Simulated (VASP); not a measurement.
## HfH3: relaxation of cell and atoms with PBEsol+D3(BJ)

Crystal: HfH3.

```xyz
4
Lattice="3.0846 0.0000 0.0000 0.0000 3.0846 0.0000 0.0000 0.0000 3.0846" Properties=species:S:1:pos:R:3 pbc="T T T"
Hf    0.0000    0.0000    0.0000
H     0.0000    1.5423    1.5423
H     1.5423    0.0000    1.5423
H     1.5423    1.5423    0.0000
```

```yaml
Program: VASP 6.6.1
Task: relaxation of cell and atoms
Functional: PBEsol
Dispersion: D3(BJ)
Potentials_or_basis: VASP PAW PBE potentials, release 64 (Hf_pv, H)
Cutoff: 600 eV
k_mesh: 6 × 6 × 6
Occupations: methfessel-paxton, width 0.05 eV
Spin: no spin polarisation
Dipole_correction: no
Further_INCAR_settings: ALGO = Normal; EDIFF = 1e-06; IBRION = 2; EDIFFG = -0.01; NSW = 60; ISIF = 3
```

- Relaxed volume: 6.97 Å³/atom
- Relaxed cell: a = 3.032 Å, b = 3.032 Å, c = 3.032 Å, α = 90.00°, β = 90.00°, γ = 90.00°
- Space group after relaxing (to 0.05 Å): Pm-3m (No. 221)
- Energy gained by relaxing: 8.9 meV/atom
- Ionic steps: 3
- Pressure after relaxing: -0.1 GPa
- Dispersion energy per atom: -0.186 eV

Step by step:
```tsv
step	energy change (eV)	largest force (eV/Å)	pressure (GPa)	volume (Å³)
1	0.0000	0.0000	-7.36	29.35
2	-0.0356	0.0000	-0.41	27.94
3	-0.0358	0.0000	-0.05	27.87
```

Final structure:
```cif
data_structure
_symmetry_space_group_name_H-M 'P 1'
_symmetry_Int_Tables_number 1
_cell_length_a 3.0318
_cell_length_b 3.0318
_cell_length_c 3.0318
_cell_angle_alpha 90.000
_cell_angle_beta 90.000
_cell_angle_gamma 90.000
_cell_volume 27.87
loop_
_atom_site_label
_atom_site_type_symbol
_atom_site_fract_x
_atom_site_fract_y
_atom_site_fract_z
_atom_site_occupancy
Hf1 Hf 0.00000 0.00000 0.00000 1
H1 H 0.00000 0.50000 0.50000 1
H2 H 0.50000 0.00000 0.50000 1
H3 H 0.50000 0.50000 0.00000 1
```

Levels at points of the mesh, in eV from the Fermi level:
| k point | band 3 | band 4 | band 5 | band 6 | band 7 | band 8 | band 9 | band 10 |
| --- | --- | --- | --- | --- | --- | --- | --- | --- |
| (0.00, 0.00, 0.00) | -30.70 | -11.89 | -4.64 | -4.64 | 4.75 | 4.75 | 4.75 | 6.70 |
| (0.50, 0.00, 0.00) | -30.63 | -7.98 | -7.19 | -1.63 | 0.01 | 1.13 | 1.13 | 5.12 |
| (0.50, 0.50, 0.00) | -30.57 | -7.66 | -3.99 | -3.99 | -2.37 | 1.94 | 1.94 | 6.87 |
| (0.50, 0.50, 0.50) | -31.21 | -6.54 | -6.54 | -6.54 | 3.21 | 5.94 | 5.94 | 5.94 |

It took 24 s on 1 thread of Intel Xeon 6975P-C, on a shared host, peak memory 0.18 GiB.

Caveat: the PAW data sets were made with another functional, which shifts forces and pressure a little; spin-orbit coupling is left out, which moves the levels of the heavy elements; pairwise dispersion overbinds metals, which lowers pressure and volume.
